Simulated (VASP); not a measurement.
# RbBr (rocksalt type) (Fm-3m) in VASP: further runs

The runs below take RbBr (rocksalt type) through electric field gradients, with PBE.

Program: VASP 6.6.1. These are calculated values, not measurements. Logs are shortened: lines on timing, memory, paths and dates and some standing lists are left out, and cuts for length are marked.

## (1) The cell of the first run

The structure is cubic, space group Fm-3m (No. 225). Conventional cell: a = 6.896 Å, b = 6.896 Å, c = 6.896 Å, α = 90.00°, β = 90.00°, γ = 90.00°. Within 4.5 Å of Rb (site symmetry m-3m) lie 6 Br at 3.45 Å. Within 4.5 Å of Br (site symmetry m-3m) lie 6 Rb at 3.45 Å.

## (2) Electric field gradients, PBE (volume scaled by 0.95)

INCAR reads:

```
SYSTEM = RbBr
PREC = Accurate
ENCUT = 520
EDIFF = 1E-8
ISMEAR = -1
SIGMA = 0.05
LREAL = .FALSE.
LASPH = .TRUE.
NELM = 80
ALGO = Normal
ISIF = 2
LWAVE = .FALSE.
LCHARG = .FALSE.
GGA = PE
LEFG = .TRUE.
NBANDS = 15
```

KPOINTS reads:

```
regular mesh
0
G
  9 9 9
  0 0 0
```

POSCAR reads:

```
RbBr
1.0
    0.0000000000      3.4481421532      3.4481421532
    3.4481421532      0.0000000000      3.4481421532
    3.4481421532      3.4481421532      0.0000000000
Rb Br
1 1
Direct
    0.0000000000      0.0000000000      0.0000000000
    0.5000000000      0.5000000000      0.5000000000
```

Potentials or basis: VASP PAW PBE potentials, release 64 (Rb_sv, Br).

Started as:

```console
cat potpaw_PBE.64/Rb_sv/POTCAR potpaw_PBE.64/Br/POTCAR > POTCAR
mpirun -np 1 vasp_std > vasp.out
```

OUTCAR:

```text
SYSTEM = RbBr
   PREC = Accurate
   ENCUT = 520
   EDIFF = 1E-8
   ISMEAR = -1
   LREAL = .FALSE.
   LASPH = .TRUE.
   NELM = 80
   ISIF = 2
   GGA = PE

 ion  position               nearest neighbor table
   1  0.000  0.000  0.000-   2 3.45   2 3.45   2 3.45   2 3.45   2 3.45   2 3.45
   2  0.500  0.500  0.500-   1 3.45   1 3.45   1 3.45   1 3.45   1 3.45   1 3.45

  LATTYP: Found a face centered cubic cell.
 ALAT       =     6.8962843064

  Lattice vectors:

 A1 = (   0.0000000000,   3.4481421532,   3.4481421532)
 A2 = (   3.4481421532,   0.0000000000,   3.4481421532)
 A3 = (   3.4481421532,   3.4481421532,   0.0000000000)

Analysis of symmetry for initial positions (statically):
=====================================================================
 Subroutine PRICEL returns:
 Original cell was already a primitive cell.

 Routine SETGRP: Setting up the symmetry group for a
 face centered cubic supercell.

 Subroutine GETGRP returns: Found 48 space group operations
 (whereof 48 operations were pure point group operations)
 out of a pool of 48 trial point group operations.

The static configuration has the point symmetry O_h .

Analysis of symmetry for dynamics (positions and initial velocities):
=====================================================================
 Subroutine PRICEL returns:
 Original cell was already a primitive cell.

 Routine SETGRP: Setting up the symmetry group for a
 face centered cubic supercell.

 Subroutine GETGRP returns: Found 48 space group operations
 (whereof 48 operations were pure point group operations)
 out of a pool of 48 trial point group operations.

The dynamic configuration has the point symmetry O_h .

 Subroutine INISYM returns: Found 48 space group operations
 (whereof 48 operations are pure point group operations),
 and found     1 'primitive' translations

----------------------------------------------------------------------------------------

                                     Primitive cell

  volume of cell :      81.9946

  direct lattice vectors                    reciprocal lattice vectors
     0.000000000  3.448142153  3.448142153    -0.145005623  0.145005623  0.145005623
     3.448142153  0.000000000  3.448142153     0.145005623 -0.145005623  0.145005623
     3.448142153  3.448142153  0.000000000     0.145005623  0.145005623 -0.145005623

  length of vectors
     4.876409398  4.876409398  4.876409398     0.251157106  0.251157106  0.251157106

  position of ions in fractional coordinates (direct lattice)
     0.000000000  0.000000000  0.000000000
     0.500000000  0.500000000  0.500000000

  ion indices of the primitive-cell ions
   primitive index   ion index
                 1           1
                 2           2

----------------------------------------------------------------------------------------

 KPOINTS: regular mesh

Automatic generation of k-mesh.
 Grid dimensions read from file:
 generate k-points for:    9    9    9

 Generating k-lattice:

  Cartesian coordinates                     Fractional coordinates (reciprocal lattice)
    -0.016111736  0.016111736  0.016111736     0.111111111  0.000000000  0.000000000
     0.016111736 -0.016111736  0.016111736     0.000000000  0.111111111  0.000000000
     0.016111736  0.016111736 -0.016111736     0.000000000  0.000000000  0.111111111

  Length of vectors
     0.027906345  0.027906345  0.027906345

  Shift w.r.t. Gamma in fractional coordinates (k-lattice)
     0.000000000  0.000000000  0.000000000

 Subroutine IBZKPT returns following result:
 ===========================================

 Found     35 irreducible k-points:

 Following reciprocal coordinates:
            Coordinates               Weight
  0.000000  0.000000  0.000000      1.000000
  0.111111  0.000000  0.000000      8.000000
  0.222222  0.000000  0.000000      8.000000
  0.333333  0.000000  0.000000      8.000000
  0.444444  0.000000  0.000000      8.000000
  0.111111  0.111111  0.000000      6.000000
[... 16 lines left out ...]
 -0.333333  0.333333  0.000000     12.000000
  0.444444  0.444444  0.000000      6.000000
 [... further k-points ...]
   k-points           NKPTS =     35   k-points in BZ     NKDIM =     35   number of bands    NBANDS=     15
   number of dos      NEDOS =    301   number of ions     NIONS =      2
   total plane-waves  NPLWV =  46656
   dimension x,y,z NGX =    36 NGY =   36 NGZ =   36
   dimension x,y,z NGXF=    72 NGYF=   72 NGZF=   72
   ions per type =               1   1
   NGX,Y,Z   is equivalent  to a cutoff of  12.27, 12.27, 12.27 a.u.
   NGXF,Y,Z  is equivalent  to a cutoff of  24.55, 24.55, 24.55 a.u.
 SYSTEM =  RbBr
   PREC   = accura    normal or accurate (medium, high low for compatibility)
   ISTART =      0    job   : 0-new  1-cont  2-samecut
   ICHARG =      2    charge: 1-file 2-atom 10-const
   ISPIN  =      1    spin polarized calculation?
   LNONCOLLINEAR =      F non collinear calculations
   LSORBIT =      F    spin-orbit coupling
   LASPH  =      T    aspherical Exc in radial PAW
   ENCUT  =  520.0 eV  38.22 Ry    6.18 a.u.   9.07  9.07  9.07*2*pi/ulx,y,z
   NELM   =     80;   NELMIN=  2; NELMDL= -5     # of ELM steps
   EDIFF  = 0.1E-07   stopping-criterion for ELM
   LREAL  =      F    real-space projection
   EDIFFG = 0.1E-06   stopping-criterion for IOM
   NSW    =      0    number of steps for IOM
   IBRION =     -1    ionic relax: 0-MD 1-quasi-New 2-CG
   NFREE  =      0    steps in history (QN), initial steepest desc. (CG)
   ISIF   =      2    stress and relaxation
   ISYM   =      2    0-nonsym 1-usesym 2-fastsym
   POTIM  = 0.5000    time-step for ionic-motion
   TEBEG  =    0.0;   TEEND  =   0.0 temperature during run
   PSTRESS=    0.0 pullay stress
   NELECT =      16.0000    total number of electrons
   NUPDOWN=      -1.0000    fix difference up-down
   EMIN   =  10.00;   EMAX   =-10.00  energy-range for DOS
[... 5 lines left out ...]
     AMIX     =   0.40;   BMIX     =  1.00
     AMIX_MAG =   1.60;   BMIX_MAG =  1.00
  volume/ion in A,a.u.               =      41.00       276.66
  Fermi-wavevector in a.u.,A,eV,Ry     =   0.949554  1.794397 12.267731  0.901653
  Thomas-Fermi vector in A             =   2.077848
   LORBIT       =      0    0 simple, 1 ext, 2 COOP (PROOUT), +10 PAW based schemes
   GGA     = PE    functional components
   LHFCALC =     F    Hartree Fock is set to
   AEXX    =    0.0000 exact exchange contribution
   IVDW    =     0    specifies the selected vdW correction
   LEPSILON=     F    determine dielectric tensor
   LRPA    =     F    only Hartree local field effects (RPA)
 non-spin polarized calculation
  energy-cutoff  :      520.00
  volume of cell :       81.99
 maximum number of plane-waves:      2229
   NGX = 19   NGY = 19   NGZ = 19

 number of electron      15.9999998 magnetization

 Free energy of the ion-electron system (eV)
  ---------------------------------------------------
  ext. energy  EPLUGINS =         0.00000000
  ---------------------------------------------------
  free energy    TOTEN  =        -6.10559111 eV

  energy without entropy =       -6.10559111  energy(sigma->0) =       -6.10559111

 E-fermi :  -0.6689     XC(G=0):  -7.1607

 val. band max:       -1.8213514872   @ k =   0.0000   0.0000   0.0000
 cond. band min:       2.4947074712   @ k =   0.0000   0.0000   0.0000
 fundamental gap:      4.3160589584
 Fermi energy:        -0.6688769216

 k-point     1 :       0.0000    0.0000    0.0000
  band No.  band energies     occupation
      1     -26.2743      2.00000
      2     -13.9842      2.00000
      3     -10.3496      2.00000
      4     -10.3496      2.00000
      5     -10.3496      2.00000
      6      -1.8214      2.00000
      7      -1.8214      2.00000
      8      -1.8214      2.00000
      9       2.4947      0.00000
     10       5.4528      0.00000
     11       5.4528      0.00000
     12       5.4528      0.00000
     13       6.3283      0.00000
     14       6.3283      0.00000
     15       9.1286      0.00000
[... 397 lines left out ...]
 k-point    24 :       0.4444    0.4444    0.0000
  band No.  band energies     occupation
      1     -26.2636      2.00000
      2     -13.9377      2.00000
      3     -10.5039      2.00000
      4     -10.4145      2.00000
      5     -10.4145      2.00000
      6      -2.3144      2.00000
      7      -1.9766      2.00000
      8      -1.9766      2.00000
      9       3.8392      0.00000
     10       5.1271      0.00000
     11       7.3056      0.00000
     12       7.3123      0.00000
     13       7.7671      0.00000
     14       8.8314      0.00000
     15       8.8314      0.00000

 [... further k-points ...]
[... 5 lines left out ...]
  --------------------------------------------------------------------------------------
  -------------------------------------------------------------------------------------
  Total        0.3752566      0.3752566      0.3752566      0.0000000      0.0000000      0.0000000
  in kB        7.3325240      7.3325240      7.3325240      0.0000000      0.0000000      0.0000000
  external PRESSURE =       7.3325240 kB  Pullay stress =       0.0000000 kB

 VOLUME and BASIS-vectors are now :
 -----------------------------------------------------------------------------
  energy-cutoff  :      520.00
  volume of cell :       81.99
      direct lattice vectors                 reciprocal lattice vectors
     0.000000000  3.448142153  3.448142153    -0.145005623  0.145005623  0.145005623
     3.448142153  0.000000000  3.448142153     0.145005623 -0.145005623  0.145005623
     3.448142153  3.448142153  0.000000000     0.145005623  0.145005623 -0.145005623

 POSITION                                       TOTAL-FORCE (eV/Angst)
 -----------------------------------------------------------------------------------
      0.00000      0.00000      0.00000         0.000000     -0.000000      0.000000
      3.44814      3.44814      3.44814        -0.000000      0.000000     -0.000000
 -----------------------------------------------------------------------------------
    total drift:                                0.000000      0.000000      0.000000

  FREE ENERGIE OF THE ION-ELECTRON SYSTEM (eV)
  ---------------------------------------------------
  free  energy   TOTEN  =        -6.1055911134 eV

  energy  without entropy=       -6.1055911134  energy(sigma->0) =       -6.10559111

 Electric field gradients (V/A^2)
---------------------------------------------------------------------
 ion       V_xx      V_yy      V_zz      V_xy      V_xz      V_yz
---------------------------------------------------------------------
   1      -0.000    -0.000    -0.000    -0.000    -0.000    -0.000
   2      -0.000     0.000    -0.000    -0.000    -0.000    -0.000
---------------------------------------------------------------------

 Electric field gradients after diagonalization (V/A^2)
 (convention: |V_zz| > |V_xx| > |V_yy|)
----------------------------------------------------------------------
 ion       V_xx      V_yy      V_zz     asymmetry (V_yy - V_xx)/ V_zz
----------------------------------------------------------------------
   1       0.000     0.000    -0.000       0.000
   2       0.000     0.000    -0.001       0.000
----------------------------------------------------------------------

           NMR quadrupolar parameters

 Cq : quadrupolar parameter    Cq=e*Q*V_zz/h
 eta: asymmetry parameters     (V_yy - V_xx)/ V_zz
 Q  : nuclear electric quadrupole moment in mb (millibarn)
----------------------------------------------------------------------
 ion       Cq(MHz)       eta       Q (mb)
----------------------------------------------------------------------
   1      -0.000       0.000       1.000
   2      -0.000       0.000       1.000
----------------------------------------------------------------------
```

Run time: 41 s. Hardware: 1 thread of Intel Xeon Platinum 8259CL at 2.50GHz (Skylake/Cascade Lake), shared host; peak memory 0.22 GiB.

Results:

- Free energy: -6.1056 eV
- Pressure: 0.7 GPa
- Band gap on the k mesh: 4.32 eV, direct

Caveat: without QUAD_EFG the Cq values of the log hold for a quadrupole moment of 1 mb, not for the nuclei. A k mesh can miss the band edges.

(Part 1 of 3 ends here.)
